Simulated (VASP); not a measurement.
# Ir (Fm-3m) in VASP: single point with LDA

Aim: the single point of Ir with LDA.

Everything below comes from runs of VASP 6.6.1. Logs are shortened: lines on timing, memory, paths and dates and some standing lists are left out, and cuts for length are marked.

## (1) The cell of the first run

Symmetry: Fm-3m, No. 225, cubic system. Conventional cell: a = 3.840 Å, b = 3.840 Å, c = 3.840 Å, α = 90.00°, β = 90.00°, γ = 90.00°. Within 3.6 Å of Ir (site symmetry m-3m) lie 12 Ir at 2.72 Å.

## (2) Single point, LDA

Contents of INCAR:

```
SYSTEM = Ir
PREC     = Accurate       ! precision mode
ENCUT    = 520            ! plane-wave cutoff, eV
EDIFF    = 1E-7           ! SCF threshold, eV
ISMEAR   = 0              ! smearing method
SIGMA    = 0.05           ! smearing width, eV
LREAL    = .False.        ! projectors in reciprocal space
LASPH    = .True.         ! aspherical terms in the spheres
NELM     = 100            ! most SCF steps
ALGO     = Normal         ! electronic algorithm
ISIF     = 2              ! what is computed and relaxed
LWAVE    = .False.        ! write WAVECAR
LCHARG   = .False.        ! write CHGCAR
NBANDS   = 10             ! bands
```

Contents of KPOINTS:

```
Automatic mesh
0
Gamma
  18 18 18
  0 0 0
```

Contents of POSCAR:

```
Ir
1.0
    0.0000000000      1.9200000000      1.9200000000
    1.9200000000      0.0000000000      1.9200000000
    1.9200000000      1.9200000000      0.0000000000
Ir
1
Direct
    0.0000000000      0.0000000000      0.0000000000
```

Potentials or basis: VASP PAW LDA potentials, release 64 (Ir).

Run with:

```console
$ cat potpaw_LDA.64/Ir/POTCAR > POTCAR
$ mpirun -np 1 vasp_std > vasp.out
```

OUTCAR:

```text
SYSTEM = Ir
   PREC = Accurate
   ENCUT = 520
   EDIFF = 1E-7
   ISMEAR = 0
   LREAL = .False.
   LASPH = .True.
   NELM = 100
   ISIF = 2

 ion  position               nearest neighbor table
   1  0.000  0.000  0.000-

  LATTYP: Found a face centered cubic cell.
 ALAT       =     3.8400000000

  Lattice vectors:

 A1 = (   0.0000000000,   1.9200000000,   1.9200000000)
 A2 = (   1.9200000000,   0.0000000000,   1.9200000000)
 A3 = (   1.9200000000,   1.9200000000,   0.0000000000)

Analysis of symmetry for initial positions (statically):
=====================================================================
 Subroutine PRICEL returns:
 Original cell was already a primitive cell.

 Routine SETGRP: Setting up the symmetry group for a
 face centered cubic supercell.

 Subroutine GETGRP returns: Found 48 space group operations
 (whereof 48 operations were pure point group operations)
 out of a pool of 48 trial point group operations.

The static configuration has the point symmetry O_h .

Analysis of symmetry for dynamics (positions and initial velocities):
=====================================================================
 Subroutine PRICEL returns:
 Original cell was already a primitive cell.

 Routine SETGRP: Setting up the symmetry group for a
 face centered cubic supercell.

 Subroutine GETGRP returns: Found 48 space group operations
 (whereof 48 operations were pure point group operations)
 out of a pool of 48 trial point group operations.

The dynamic configuration has the point symmetry O_h .

 Subroutine INISYM returns: Found 48 space group operations
 (whereof 48 operations are pure point group operations),
 and found     1 'primitive' translations

----------------------------------------------------------------------------------------

                                     Primitive cell

  volume of cell :      14.1558

  direct lattice vectors                    reciprocal lattice vectors
     0.000000000  1.920000000  1.920000000    -0.260416667  0.260416667  0.260416667
     1.920000000  0.000000000  1.920000000     0.260416667 -0.260416667  0.260416667
     1.920000000  1.920000000  0.000000000     0.260416667  0.260416667 -0.260416667

  length of vectors
     2.715290040  2.715290040  2.715290040     0.451054898  0.451054898  0.451054898

  position of ions in fractional coordinates (direct lattice)
     0.000000000  0.000000000  0.000000000

  ion indices of the primitive-cell ions
   primitive index   ion index
                 1           1

----------------------------------------------------------------------------------------

 KPOINTS: Automatic mesh

Automatic generation of k-mesh.
 Grid dimensions read from file:
 generate k-points for:   18   18   18

 Generating k-lattice:

  Cartesian coordinates                     Fractional coordinates (reciprocal lattice)
    -0.014467593  0.014467593  0.014467593     0.055555556  0.000000000  0.000000000
     0.014467593 -0.014467593  0.014467593     0.000000000  0.055555556  0.000000000
     0.014467593  0.014467593 -0.014467593     0.000000000  0.000000000  0.055555556

  Length of vectors
     0.025058605  0.025058605  0.025058605

  Shift w.r.t. Gamma in fractional coordinates (k-lattice)
     0.000000000  0.000000000  0.000000000

 Subroutine IBZKPT returns following result:
 ===========================================

 Found    195 irreducible k-points:

 Following reciprocal coordinates:
            Coordinates               Weight
  0.000000  0.000000  0.000000      1.000000
  0.055556  0.000000  0.000000      8.000000
  0.111111  0.000000  0.000000      8.000000
  0.166667  0.000000  0.000000      8.000000
  0.222222  0.000000  0.000000      8.000000
  0.277778  0.000000  0.000000      8.000000
[... 16 lines left out ...]
 -0.277778  0.055556  0.000000     24.000000
 -0.222222  0.055556  0.000000     24.000000
 [... further k-points ...]
   k-points           NKPTS =    195   k-points in BZ     NKDIM =    195   number of bands    NBANDS=     10
   number of dos      NEDOS =    301   number of ions     NIONS =      1
   total plane-waves  NPLWV =   8000
   dimension x,y,z NGX =    20 NGY =   20 NGZ =   20
   dimension x,y,z NGXF=    40 NGYF=   40 NGZF=   40
   ions per type =               1
   NGX,Y,Z   is equivalent  to a cutoff of  12.25, 12.25, 12.25 a.u.
   NGXF,Y,Z  is equivalent  to a cutoff of  24.49, 24.49, 24.49 a.u.
 SYSTEM =  Ir
   PREC   = accura    normal or accurate (medium, high low for compatibility)
   ISTART =      0    job   : 0-new  1-cont  2-samecut
   ICHARG =      2    charge: 1-file 2-atom 10-const
   ISPIN  =      1    spin polarized calculation?
   LNONCOLLINEAR =      F non collinear calculations
   LSORBIT =      F    spin-orbit coupling
   LASPH  =      T    aspherical Exc in radial PAW
   ENCUT  =  520.0 eV  38.22 Ry    6.18 a.u.   5.05  5.05  5.05*2*pi/ulx,y,z
   NELM   =    100;   NELMIN=  2; NELMDL= -5     # of ELM steps
   EDIFF  = 0.1E-06   stopping-criterion for ELM
   LREAL  =      F    real-space projection
   EDIFFG = 0.1E-05   stopping-criterion for IOM
   NSW    =      0    number of steps for IOM
   IBRION =     -1    ionic relax: 0-MD 1-quasi-New 2-CG
   NFREE  =      0    steps in history (QN), initial steepest desc. (CG)
   ISIF   =      2    stress and relaxation
   ISYM   =      2    0-nonsym 1-usesym 2-fastsym
   POTIM  = 0.5000    time-step for ionic-motion
   TEBEG  =    0.0;   TEEND  =   0.0 temperature during run
   PSTRESS=    0.0 pullay stress
   NELECT =       9.0000    total number of electrons
   NUPDOWN=      -1.0000    fix difference up-down
   EMIN   =  10.00;   EMAX   =-10.00  energy-range for DOS
   EFERMI =   0.00;   METHOD = LEGACY
   ISMEAR =     0;   SIGMA  =   0.05  broadening in eV -4-tet -1-fermi 0-gaus
   EFERMI_NEDOS =   21; number of points for ismear=-14 and -15
   IALGO  =     38    algorithm
   IMIX   =      4    mixing-type and parameters
     AMIX     =   0.40;   BMIX     =  1.00
     AMIX_MAG =   1.60;   BMIX_MAG =  1.00
  volume/ion in A,a.u.               =      14.16        95.53
  Fermi-wavevector in a.u.,A,eV,Ry     =   1.407703  2.660173 26.961691  1.981628
  Thomas-Fermi vector in A             =   2.529935
   LORBIT       =      0    0 simple, 1 ext, 2 COOP (PROOUT), +10 PAW based schemes
   GGA     = CA    functional components
   LHFCALC =     F    Hartree Fock is set to
   AEXX    =    0.0000 exact exchange contribution
   IVDW    =     0    specifies the selected vdW correction
   LEPSILON=     F    determine dielectric tensor
   LRPA    =     F    only Hartree local field effects (RPA)
 non-spin polarized calculation
 Gauss-broadening in eV      SIGMA  =   0.05
  energy-cutoff  :      520.00
  volume of cell :       14.16
 maximum number of plane-waves:       392
   NGX =  9   NGY =  9   NGZ =  9

 number of electron       9.0000000 magnetization

 Free energy of the ion-electron system (eV)
  ---------------------------------------------------
  ext. energy  EPLUGINS =         0.00000000
  ---------------------------------------------------
  free energy    TOTEN  =       -10.32278889 eV

  energy without entropy =      -10.32137735  energy(sigma->0) =      -10.32208312

 E-fermi :  10.3308     XC(G=0): -14.1361

 val. band max:       10.3237460757   @ k =   0.5000   0.2222   0.1111
 cond. band min:      10.3413288708   @ k =   0.3333   0.1111   0.0556
 fundamental gap:      0.0175827951
 Fermi energy:        10.3307759399

 k-point     1 :       0.0000    0.0000    0.0000
  band No.  band energies     occupation
      1      -0.8005      2.00000
      2       6.3851      2.00000
      3       6.3851      2.00000
      4       6.3851      2.00000
      5       9.1097      2.00000
      6       9.1097      2.00000
      7      24.6455      0.00000
      8      30.1802      0.00000
      9      30.1802      0.00000
     10      30.1802      0.00000

 k-point     2 :       0.0556    0.0000    0.0000
  band No.  band energies     occupation
      1      -0.6628      2.00000
      2       6.3117      2.00000
      3       6.4453      2.00000
      4       6.4453      2.00000
      5       9.0704      2.00000
      6       9.0704      2.00000
      7      24.8846      0.00000
      8      29.4477      0.00000
      9      30.4075      0.00000
     10      30.4075      0.00000

 k-point     3 :       0.1111    0.0000    0.0000
  band No.  band energies     occupation
      1      -0.2639      2.00000
      2       6.1237      2.00000
      3       6.6033      2.00000
      4       6.6033      2.00000
      5       8.9845      2.00000
      6       8.9845      2.00000
      7      25.5414      0.00000
      8      28.0047      0.00000
      9      31.0687      0.00000
     10      31.0687      0.00000

 k-point     4 :       0.1667    0.0000    0.0000
  band No.  band energies     occupation
      1       0.3468      2.00000
      2       5.9124      2.00000
      3       6.7817      2.00000
      4       6.7818      2.00000
      5       8.9503      2.00000
      6       8.9503      2.00000
      7      26.2227      0.00000
      8      26.6586      0.00000
      9      32.1014      0.00000
     10      32.1014      0.00000

 k-point     5 :       0.2222    0.0000    0.0000
  band No.  band energies     occupation
      1       1.0621      2.00000
      2       5.8261      2.00000
      3       6.8592      2.00000
      4       6.8592      2.00000
      5       9.1086      2.00000
      6       9.1086      2.00000
      7      24.8690      0.00000
      8      27.1158      0.00000
      9      33.3796      0.00000
     10      33.3796      0.00000

 k-point     6 :       0.2778    0.0000    0.0000
  band No.  band energies     occupation
      1       1.6947      2.00000
      2       6.0716      2.00000
      3       6.7817      2.00000
      4       6.7817      2.00000
      5       9.5141      2.00000
      6       9.5141      2.00000
      7      23.3022      0.00000
      8      26.8191      0.00000
      9      34.2035      0.00000
     10      34.2040      0.00000
[... 183 lines left out ...]
 k-point    21 :      -0.3889    0.0556    0.0000
  band No.  band energies     occupation
      1       2.3144      2.00000
      2       6.3280      2.00000
      3       6.4841      2.00000
      4       8.0114      2.00000
      5      10.5315      0.00000
      6      11.3943      0.00000
      7      19.2072      0.00000
      8      24.8986      0.00000
      9      30.0930      0.00000
     10      31.4323      0.00000

 k-point    22 :      -0.3333    0.0556    0.0000
  band No.  band energies     occupation
      1       2.2485      2.00000
      2       6.4920      2.00000
      3       6.6333      2.00000
      4       6.9476      2.00000
      5       9.9180      2.00000
      6      10.8272      0.00000
      7      21.0355      0.00000
      8      25.6590      0.00000
      9      30.9958      0.00000
     10      33.0578      0.00000

 k-point    23 :      -0.2778    0.0556    0.0000
  band No.  band energies     occupation
      1       1.9740      2.00000
      2       6.0916      2.00000
      3       6.7083      2.00000
      4       6.8134      2.00000
      5       9.2940      2.00000
      6      10.2151      1.99893
      7      22.8484      0.00000
      8      26.6591      0.00000
      9      32.0526      0.00000
     10      34.0979      0.00000

 k-point    24 :      -0.2222    0.0556    0.0000
  band No.  band energies     occupation
      1       1.4106      2.00000
      2       5.7338      2.00000
      3       6.8521      2.00000
      4       6.9418      2.00000
      5       8.8121      2.00000
      6       9.6751      2.00000
      7      24.4782      0.00000
      8      27.2902      0.00000
      9      32.3451      0.00000
     10      33.5727      0.00000

 [... further k-points ...]

------------------------ aborting loop because EDIFF is reached ----------------------------------------

  FORCE on cell =-STRESS in cart. coord.  units (eV):
  Direction    XX          YY          ZZ          XY          YZ          ZX
  --------------------------------------------------------------------------------------
  -------------------------------------------------------------------------------------
  Total       -0.5670312     -0.5670312     -0.5670312      0.0000000     -0.0000000     -0.0000000
  in kB      -64.1776538    -64.1776538    -64.1776538      0.0000000     -0.0000000     -0.0000000
  external PRESSURE =     -64.1776538 kB  Pullay stress =       0.0000000 kB

 VOLUME and BASIS-vectors are now :
 -----------------------------------------------------------------------------
  energy-cutoff  :      520.00
  volume of cell :       14.16
      direct lattice vectors                 reciprocal lattice vectors
     0.000000000  1.920000000  1.920000000    -0.260416667  0.260416667  0.260416667
     1.920000000  0.000000000  1.920000000     0.260416667 -0.260416667  0.260416667
     1.920000000  1.920000000  0.000000000     0.260416667  0.260416667 -0.260416667

 POSITION                                       TOTAL-FORCE (eV/Angst)
 -----------------------------------------------------------------------------------
      0.00000      0.00000      0.00000         0.000000      0.000000     -0.000000
 -----------------------------------------------------------------------------------
    total drift:                                0.000000      0.000000      0.000000

  FREE ENERGIE OF THE ION-ELECTRON SYSTEM (eV)
  ---------------------------------------------------
  free  energy   TOTEN  =       -10.3227888935 eV

  energy  without entropy=      -10.3213773546  energy(sigma->0) =      -10.32208312
```

Wall time 8.7 s (1 thread of Intel Xeon 6975P-C (Granite Rapids), shared host); peak memory 0.14 GiB.

Results:

```yaml
Free_energy: -10.3228 eV
Pressure: -6.4 GPa
```

Levels at points of the mesh, in eV from the Fermi level:
| k point | band 2 | band 3 | band 4 | band 5 | band 6 | band 7 |
| --- | --- | --- | --- | --- | --- | --- |
| (0.00, 0.00, 0.00) | -3.95 | -3.95 | -3.95 | -1.22 | -1.22 | 14.31 |
| (0.50, 0.00, 0.00) | -4.03 | -4.03 | -0.75 | 0.86 | 0.86 | 7.22 |
| (0.50, 0.50, 0.00) | -7.39 | 0.85 | 1.43 | 1.43 | 1.71 | 10.47 |

Caveat: spin-orbit coupling is left out, which moves the levels of the heavy elements.
